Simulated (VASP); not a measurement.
A run of VASP 6.6.1 is set up as follows.

The input POSCAR:

```
LiBr
1.0
    0.0000000000      2.7395650436      2.7395650436
    2.7395650436      0.0000000000      2.7395650436
    2.7395650436      2.7395650436      0.0000000000
Li Br
1 1
Direct
    0.0000000000      0.0000000000      0.0000000000
    0.5000000000      0.5000000000      0.5000000000
```

File INCAR.step1:

```
ALGO     = Normal         # electronic algorithm
EDIFF    = 1E-5           # SCF threshold, eV
ENCUT    = 650            # plane-wave cutoff, eV
GGA      = PE             # functional
GGA_COMPAT= False        
ISIF     = 2              # what is computed and relaxed
ISMEAR   = 0              # smearing method
LASPH    = True           # aspherical terms in the spheres
LCHARG   = False          # write CHGCAR
LREAL    = False          # projectors in reciprocal space
LWAVE    = True           # write WAVECAR
NBANDS   = 12             # bands
NELM     = 120            # most SCF steps
PREC     = Accurate       # precision mode
SIGMA    = 0.01           # smearing width, eV
```

The input INCAR.step2:

```
AEXX     = 0.35           # exact-exchange fraction
ALGO     = Normal         # electronic algorithm
EDIFF    = 1E-6           # SCF threshold, eV
ENCUT    = 650            # plane-wave cutoff, eV
GGA      = PE             # functional
GGA_COMPAT= False        
HFSCREEN = 0.5            # screening, 1/A
ISIF     = 2              # what is computed and relaxed
ISMEAR   = 0              # smearing method
ISTART   = 1            
LASPH    = True           # aspherical terms in the spheres
LCHARG   = False          # write CHGCAR
LHFCALC  = True           # exact exchange
LREAL    = False          # projectors in reciprocal space
LWAVE    = False          # write WAVECAR
NBANDS   = 12             # bands
NELM     = 120            # most SCF steps
PREC     = Accurate       # precision mode
PRECFOCK = Normal       
SIGMA    = 0.01           # smearing width, eV
```

File KPOINTS:

```
k-points
0
Gamma
  4 4 4
```

Potentials or basis: VASP PAW PBE potentials, release 64 (Li_sv, Br).

Run with:

```bash
$ cat potpaw_PBE.64/Li_sv/POTCAR potpaw_PBE.64/Br/POTCAR > POTCAR
$ cp INCAR.step1 INCAR
$ mpirun -np 1 vasp_std > vasp.out
$ cp INCAR.step2 INCAR
$ mpirun -np 1 vasp_std > vasp.out
```

(1) Predict the pressure.

(2) Estimate the band gap on the k mesh.

Results:

(1) -0.1 GPa.

(2) 5.90 eV.

Caveat: the k points lie up to 0.50 Å⁻¹ apart; the PAW data sets were made with another functional, which shifts forces and pressure a little.
